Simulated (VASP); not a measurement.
# MgF2 (P4_2/mnm) in VASP: further runs

MgF2 is run at these levels: PBE; tasks: single point.

Program: VASP 6.6.1. These are calculated values, not measurements. Logs are shortened: lines on timing, memory, paths and dates and some standing lists are left out, and cuts for length are marked.

### Step 1. The cell of the first run

Symmetry: P4_2/mnm, No. 136, tetragonal system. Conventional cell: a = 4.437 Å, b = 4.437 Å, c = 2.924 Å, α = 90.00°, β = 90.00°, γ = 90.00°. Within 2.5 Å of Mg (site symmetry mmm) lie 6 F at 1.89 to 1.92 Å. F (site symmetry m2m) has 3 Mg at 1.89 to 1.92 Å and 1 F at 2.50 Å within 2.5 Å.

### Step 2. Single point, PBE (strain -4.0%)

File INCAR:

```
SYSTEM = MgF2
PREC = Accurate ; ENCUT = 600
EDIFF = 1E-6 ; ISMEAR = -1
SIGMA = 0.02 ; LREAL = .False.
LASPH = .True. ; NELM = 120
ALGO = Normal ; ISIF = 2
LWAVE = .False. ; LCHARG = .False.
GGA = PE ; NBANDS = 25
GGA_COMPAT = .False.
```

File KPOINTS:

```
Automatic mesh
0
Gamma
  6 6 8
  0 0 0
```

File POSCAR:

```
MgF2
1.0
    4.4371353548      0.0000000000      0.0000000000
    0.0000000000      4.4371353548      0.0000000000
    0.0000000000      0.0000000000      2.9242672892
Mg F
2 4
Direct
    0.0000000000      0.0000000000      0.0000000000
    0.5000000000      0.5000000000      0.5000000000
    0.3010326328      0.3010326328      0.0000000000
    0.1989673672      0.8010326328      0.5000000000
    0.8010326328      0.1989673672      0.5000000000
    0.6989673672      0.6989673672      0.0000000000
```

Potentials or basis: VASP PAW PBE potentials, release 64 (Mg, F).

The run is started by

```bash
$ cat potpaw_PBE.64/Mg/POTCAR potpaw_PBE.64/F/POTCAR > POTCAR
$ mpirun -np 1 vasp_std > vasp.out
```

OUTCAR:

```text
SYSTEM = MgF2
   PREC = Accurate
   ENCUT = 600
   EDIFF = 1E-6
   ISMEAR = -1
   LREAL = .False.
   LASPH = .True.
   NELM = 120
   ISIF = 2
   GGA = PE

 ion  position               nearest neighbor table
   1  0.000  0.000  0.000-   3 1.89   6 1.89   5 1.92   4 1.92   4 1.92   5 1.92   2 3.46   2 3.46
                             2 3.46   2 3.46   2 3.46   2 3.46   2 3.46   2 3.46
   2  0.500  0.500  0.500-   4 1.89   5 1.89   3 1.92   6 1.92   3 1.92   6 1.92   1 3.46   1 3.46
                             1 3.46   1 3.46   1 3.46   1 3.46   1 3.46   1 3.46
   3  0.301  0.301  0.000-   1 1.89   2 1.92   2 1.92
   4  0.199  0.801  0.500-   2 1.89   1 1.92   1 1.92
   5  0.801  0.199  0.500-   2 1.89   1 1.92   1 1.92
   6  0.699  0.699  0.000-   1 1.89   2 1.92   2 1.92

  LATTYP: Found a simple tetragonal cell.
 ALAT       =     4.4371353548
 C/A-ratio  =     0.6590439676

  Lattice vectors:

 A1 = (   4.4371353548,   0.0000000000,   0.0000000000)
 A2 = (   0.0000000000,   4.4371353548,   0.0000000000)
 A3 = (   0.0000000000,   0.0000000000,   2.9242672892)

Analysis of symmetry for initial positions (statically):
=====================================================================
 Subroutine PRICEL returns:
 Original cell was already a primitive cell.

 Routine SETGRP: Setting up the symmetry group for a
 simple tetragonal supercell.

 Subroutine GETGRP returns: Found 16 space group operations
 (whereof  8 operations were pure point group operations)
 out of a pool of 16 trial point group operations.

The static configuration has the point symmetry D_2h.
 The point group associated with its full space group is D_4h.

Analysis of symmetry for dynamics (positions and initial velocities):
=====================================================================
 Subroutine PRICEL returns:
 Original cell was already a primitive cell.

 Routine SETGRP: Setting up the symmetry group for a
 simple tetragonal supercell.

 Subroutine GETGRP returns: Found 16 space group operations
 (whereof  8 operations were pure point group operations)
 out of a pool of 16 trial point group operations.

The dynamic configuration has the point symmetry D_2h.
 The point group associated with its full space group is D_4h.

 Subroutine INISYM returns: Found 16 space group operations
 (whereof  8 operations are pure point group operations),
 and found     1 'primitive' translations

----------------------------------------------------------------------------------------

                                     Primitive cell

  volume of cell :      57.5735

  direct lattice vectors                    reciprocal lattice vectors
     4.437135355  0.000000000  0.000000000     0.225370632  0.000000000  0.000000000
     0.000000000  4.437135355  0.000000000     0.000000000  0.225370632  0.000000000
     0.000000000  0.000000000  2.924267289     0.000000000  0.000000000  0.341966004

  length of vectors
     4.437135355  4.437135355  2.924267289     0.225370632  0.225370632  0.341966004

  position of ions in fractional coordinates (direct lattice)
     0.000000000  0.000000000  0.000000000
     0.500000000  0.500000000  0.500000000
     0.301032633  0.301032633  0.000000000
     0.198967367  0.801032633  0.500000000
     0.801032633  0.198967367  0.500000000
     0.698967367  0.698967367  0.000000000

  ion indices of the primitive-cell ions
   primitive index   ion index
                 1           1
                 2           2
                 3           3
                 4           4
                 5           5
                 6           6

----------------------------------------------------------------------------------------

 KPOINTS: Automatic mesh

Automatic generation of k-mesh.
 Grid dimensions read from file:
 generate k-points for:    6    6    8

 Generating k-lattice:

  Cartesian coordinates                     Fractional coordinates (reciprocal lattice)
     0.037561772  0.000000000  0.000000000     0.166666667  0.000000000  0.000000000
     0.000000000  0.037561772  0.000000000     0.000000000  0.166666667  0.000000000
     0.000000000  0.000000000  0.042745751     0.000000000  0.000000000  0.125000000

  Length of vectors
     0.037561772  0.037561772  0.042745751

  Shift w.r.t. Gamma in fractional coordinates (k-lattice)
     0.000000000  0.000000000  0.000000000

 Subroutine IBZKPT returns following result:
 ===========================================

 Found     50 irreducible k-points:

 Following reciprocal coordinates:
            Coordinates               Weight
  0.000000  0.000000  0.000000      1.000000
  0.166667  0.000000  0.000000      4.000000
  0.333333  0.000000  0.000000      4.000000
  0.500000  0.000000  0.000000      2.000000
  0.166667  0.166667  0.000000      4.000000
  0.333333  0.166667  0.000000      8.000000
[... 16 lines left out ...]
  0.333333  0.000000  0.250000      8.000000
  0.500000  0.000000  0.250000      4.000000
 [... further k-points ...]
   k-points           NKPTS =     50   k-points in BZ     NKDIM =     50   number of bands    NBANDS=     25
   number of dos      NEDOS =    301   number of ions     NIONS =      6
   total plane-waves  NPLWV =  31104
   dimension x,y,z NGX =    36 NGY =   36 NGZ =   24
   dimension x,y,z NGXF=    72 NGYF=   72 NGZF=   48
   ions per type =               2   4
   NGX,Y,Z   is equivalent  to a cutoff of  13.49, 13.49, 13.64 a.u.
   NGXF,Y,Z  is equivalent  to a cutoff of  26.98, 26.98, 27.29 a.u.
 SYSTEM =  MgF2
   PREC   = accura    normal or accurate (medium, high low for compatibility)
   ISTART =      0    job   : 0-new  1-cont  2-samecut
   ICHARG =      2    charge: 1-file 2-atom 10-const
   ISPIN  =      1    spin polarized calculation?
   LNONCOLLINEAR =      F non collinear calculations
   LSORBIT =      F    spin-orbit coupling
   LASPH  =      T    aspherical Exc in radial PAW
   ENCUT  =  600.0 eV  44.10 Ry    6.64 a.u.   8.86  8.86  5.84*2*pi/ulx,y,z
   NELM   =    120;   NELMIN=  2; NELMDL= -5     # of ELM steps
   EDIFF  = 0.1E-05   stopping-criterion for ELM
   LREAL  =      F    real-space projection
   EDIFFG = 0.1E-04   stopping-criterion for IOM
   NSW    =      0    number of steps for IOM
   IBRION =     -1    ionic relax: 0-MD 1-quasi-New 2-CG
   NFREE  =      0    steps in history (QN), initial steepest desc. (CG)
   ISIF   =      2    stress and relaxation
   ISYM   =      2    0-nonsym 1-usesym 2-fastsym
   POTIM  = 0.5000    time-step for ionic-motion
   TEBEG  =    0.0;   TEEND  =   0.0 temperature during run
   PSTRESS=    0.0 pullay stress
   NELECT =      32.0000    total number of electrons
   NUPDOWN=      -1.0000    fix difference up-down
   EMIN   =  10.00;   EMAX   =-10.00  energy-range for DOS
   EFERMI =   0.00;   METHOD = LEGACY
   ISMEAR =    -1;   SIGMA  =   0.02  broadening in eV -4-tet -1-fermi 0-gaus
   EFERMI_NEDOS =   21; number of points for ismear=-14 and -15
   IALGO  =     38    algorithm
   IMIX   =      4    mixing-type and parameters
     AMIX     =   0.40;   BMIX     =  1.00
     AMIX_MAG =   1.60;   BMIX_MAG =  1.00
  volume/ion in A,a.u.               =       9.60        64.75
  Fermi-wavevector in a.u.,A,eV,Ry     =   1.346017  2.543604 24.650531  1.811763
  Thomas-Fermi vector in A             =   2.473883
   LORBIT       =      0    0 simple, 1 ext, 2 COOP (PROOUT), +10 PAW based schemes
   GGA     = PE    functional components
   LHFCALC =     F    Hartree Fock is set to
   AEXX    =    0.0000 exact exchange contribution
   IVDW    =     0    specifies the selected vdW correction
   LEPSILON=     F    determine dielectric tensor
   LRPA    =     F    only Hartree local field effects (RPA)
 non-spin polarized calculation
  energy-cutoff  :      600.00
  volume of cell :       57.57
 maximum number of plane-waves:      1944
 NGX is ok and might be reduce to    36
   NGX = 17   NGY = 17   NGZ = 11

 number of electron      31.9999996 magnetization

 Free energy of the ion-electron system (eV)
  ---------------------------------------------------
  ext. energy  EPLUGINS =         0.00000000
  ---------------------------------------------------
  free energy    TOTEN  =       -30.93356358 eV

  energy without entropy =      -30.93356358  energy(sigma->0) =      -30.93356358

 E-fermi :   0.0253     XC(G=0): -10.3537

 val. band max:       -0.3757166515   @ k =   0.0000   0.0000   0.0000
 cond. band min:       7.6395605730   @ k =   0.0000   0.0000   0.0000
 fundamental gap:      8.0152772246
 Fermi energy:         0.0252633996

 k-point     1 :       0.0000    0.0000    0.0000
  band No.  band energies     occupation
      1     -21.6402      2.00000
      2     -20.5830      2.00000
      3     -20.5830      2.00000
      4     -20.4413      2.00000
      5      -4.9610      2.00000
      6      -3.4481      2.00000
[... 17 lines left out ...]
     24      19.8463      0.00000
     25      19.8463      0.00000

 k-point     2 :       0.1667    0.0000    0.0000
  band No.  band energies     occupation
      1     -21.5815      2.00000
      2     -20.6924      2.00000
      3     -20.5665      2.00000
      4     -20.4179      2.00000
      5      -4.8422      2.00000
      6      -3.3749      2.00000
[... 17 lines left out ...]
     24      19.5180      0.00000
     25      19.8283      0.00000

 k-point     3 :       0.3333    0.0000    0.0000
  band No.  band energies     occupation
      1     -21.4165      2.00000
      2     -20.9169      2.00000
      3     -20.5227      2.00000
      4     -20.4241      2.00000
      5      -4.5375      2.00000
      6      -3.6610      2.00000
[... 552 lines left out ...]
 k-point    23 :       0.3333    0.0000    0.2500
  band No.  band energies     occupation
      1     -21.1901      2.00000
      2     -20.8003      2.00000
      3     -20.5030      2.00000
      4     -20.4607      2.00000
      5      -4.1922      2.00000
      6      -3.5178      2.00000
[... 17 lines left out ...]
     24      17.5679      0.00000
     25      18.3043      0.00000

 k-point    24 :       0.5000    0.0000    0.2500
  band No.  band energies     occupation
      1     -21.0018      2.00000
      2     -21.0018      2.00000
      3     -20.4778      2.00000
      4     -20.4778      2.00000
      5      -3.8621      2.00000
      6      -3.8621      2.00000
[... 17 lines left out ...]
     24      17.2545      0.00000
     25      18.4822      0.00000

 [... further k-points ...]
[... 5 lines left out ...]
  --------------------------------------------------------------------------------------
  -------------------------------------------------------------------------------------
  Total        7.5514361      7.5514361      8.1820943     -0.0000000      0.0000000      0.0000000
  in kB      210.1443480    210.1443480    227.6945526     -0.0000000      0.0000000      0.0000000
  external PRESSURE =     215.9944162 kB  Pullay stress =       0.0000000 kB

 VOLUME and BASIS-vectors are now :
 -----------------------------------------------------------------------------
  energy-cutoff  :      600.00
  volume of cell :       57.57
      direct lattice vectors                 reciprocal lattice vectors
     4.437135355  0.000000000  0.000000000     0.225370632  0.000000000  0.000000000
     0.000000000  4.437135355  0.000000000     0.000000000  0.225370632  0.000000000
     0.000000000  0.000000000  2.924267289     0.000000000  0.000000000  0.341966004

 POSITION                                       TOTAL-FORCE (eV/Angst)
 -----------------------------------------------------------------------------------
      0.00000      0.00000      0.00000         0.000000      0.000000      0.000000
      2.21857      2.21857      1.46213         0.000000      0.000000      0.000000
      1.33572      1.33572      0.00000        -0.016973     -0.016973      0.000000
      0.88285      3.55429      1.46213         0.016973     -0.016973      0.000000
      3.55429      0.88285      1.46213        -0.016973      0.016973      0.000000
      3.10141      3.10141      0.00000         0.016973      0.016973      0.000000
 -----------------------------------------------------------------------------------
    total drift:                                0.000000     -0.000000      0.000000

  FREE ENERGIE OF THE ION-ELECTRON SYSTEM (eV)
  ---------------------------------------------------
  free  energy   TOTEN  =       -30.9335635827 eV

  energy  without entropy=      -30.9335635827  energy(sigma->0) =      -30.93356358
```

Run time: 93 s. Hardware: 1 thread of Oxide Virtual Turin-like, shared host; peak memory 0.19 GiB.

Results:

```
Free energy            : -30.9336 eV
Pressure               : 21.6 GPa
Largest force          : 0.024 eV/Å
Band gap on the k mesh : 8.02 eV
```

Forces in eV/Å, atoms in the order of the input:
```
Mg   0.000  0.000  0.000
Mg   0.000  0.000  0.000
F   -0.017 -0.017  0.000
F    0.017 -0.017  0.000
F   -0.017  0.017  0.000
F    0.017  0.017  0.000
```

Stress tensor (GPa, compression positive):
```
21.01  0.00  0.00
 0.00 21.01  0.00
 0.00  0.00 22.77
```

Levels at points of the mesh, in eV from the valence-band top:
```
           k point  band 12  band 13  band 14  band 15  band 16  band 17  band 18  band 19  band 20  band 21
(0.00, 0.00, 0.00)    -1.38    -0.74    -0.35    -0.35     0.00     8.02    13.12    13.12    14.45    15.43
(0.50, 0.00, 0.00)    -1.60    -1.07    -1.07    -0.44    -0.44    10.55    10.55    14.44    14.44    16.60
(0.50, 0.50, 0.00)    -1.42    -1.10    -1.10    -0.95    -0.95    12.23    12.23    12.59    12.59    18.29
(0.00, 0.00, 0.50)    -1.62    -1.44    -1.44    -1.01    -1.01    12.95    12.95    15.88    15.88    16.22
(0.50, 0.00, 0.50)    -1.59    -0.85    -0.85    -0.80    -0.80    13.77    13.77    14.73    14.73    16.58
(0.50, 0.50, 0.50)    -1.57    -0.75    -0.75    -0.53    -0.53    14.05    14.05    14.66    14.66    15.71
```

Caveat: the cell differs from its parent crystal (strain -4.0%); the cell stands under pressure; the structure was generated, so it needn't be the stable form of MgF2.

### Step 3. Single point, PBE (strain -3.0%)

File INCAR:

```
SYSTEM = MgF2
ALGO     = Normal         ! electronic algorithm
EDIFF    = 1E-6           ! SCF threshold, eV
ENCUT    = 600            ! plane-wave cutoff, eV
GGA      = PE             ! functional
GGA_COMPAT= .False.      
ISIF     = 2              ! what is computed and relaxed
ISMEAR   = -1             ! smearing method
LASPH    = .True.         ! aspherical terms in the spheres
LCHARG   = .False.        ! write CHGCAR
LREAL    = .False.        ! projectors in reciprocal space
LWAVE    = .False.        ! write WAVECAR
NBANDS   = 25             ! bands
NELM     = 120            ! most SCF steps
PREC     = Accurate       ! precision mode
SIGMA    = 0.02           ! smearing width, eV
```

File KPOINTS:

```
k-points
0
Gamma
  6 6 8
  0 0 0
```

File POSCAR:

```
MgF2
1.0
    4.4833555148      0.0000000000      0.0000000000
    0.0000000000      4.4833555148      0.0000000000
    0.0000000000      0.0000000000      2.9547284068
Mg F
2 4
Direct
    0.0000000000      0.0000000000      0.0000000000
    0.5000000000      0.5000000000      0.5000000000
    0.3014349717      0.3014349717      0.0000000000
    0.1985650283      0.8014349717      0.5000000000
    0.8014349717      0.1985650283      0.5000000000
    0.6985650283      0.6985650283      0.0000000000
```

Potentials or basis: VASP PAW PBE potentials, release 64 (Mg, F).

The run is started by

```bash
$ cat potpaw_PBE.64/Mg/POTCAR potpaw_PBE.64/F/POTCAR > POTCAR
$ mpirun -np 1 vasp_std > vasp.out
```

It took 96 s on 1 thread of Oxide Virtual Turin-like, shared host; peak memory 0.19 GiB.

The run converged. Its results:

- Free energy: -31.1550 eV
- Pressure: 16.2 GPa
- Largest force: 0.024 eV/Å
- Band gap on the k mesh: 7.78 eV

Forces in eV/Å, atoms in the order of the input:
```
Mg   0.000  0.000  0.000
Mg   0.000  0.000  0.000
F   -0.017 -0.017  0.000
F    0.017 -0.017  0.000
F   -0.017  0.017  0.000
F    0.017  0.017  0.000
```

Stress tensor (GPa, compression positive):
```
15.76  0.00  0.00
 0.00 15.76  0.00
 0.00  0.00 17.21
```

Levels at points of the mesh, in eV from the valence-band top:
| k point | band 13 | band 14 | band 15 | band 16 | band 17 | band 18 | band 19 | band 20 |
| --- | --- | --- | --- | --- | --- | --- | --- | --- |
| (0.00, 0.00, 0.00) | -0.74 | -0.34 | -0.34 | 0.00 | 7.78 | 12.90 | 12.90 | 14.30 |
| (0.50, 0.00, 0.00) | -1.04 | -1.04 | -0.42 | -0.42 | 10.28 | 10.28 | 14.21 | 14.21 |
| (0.50, 0.50, 0.00) | -1.07 | -1.07 | -0.91 | -0.91 | 11.99 | 11.99 | 12.23 | 12.23 |
| (0.00, 0.00, 0.50) | -1.36 | -1.36 | -0.97 | -0.97 | 12.67 | 12.67 | 15.66 | 15.66 |
| (0.50, 0.00, 0.50) | -0.82 | -0.82 | -0.76 | -0.76 | 13.51 | 13.51 | 14.42 | 14.42 |
| (0.50, 0.50, 0.50) | -0.71 | -0.71 | -0.52 | -0.52 | 13.88 | 13.88 | 14.32 | 14.32 |

Caveat: the cell differs from its parent crystal (strain -3.0%); the cell stands under pressure; the structure was generated, so it needn't be the stable form of MgF2. A k mesh can miss the band edges.
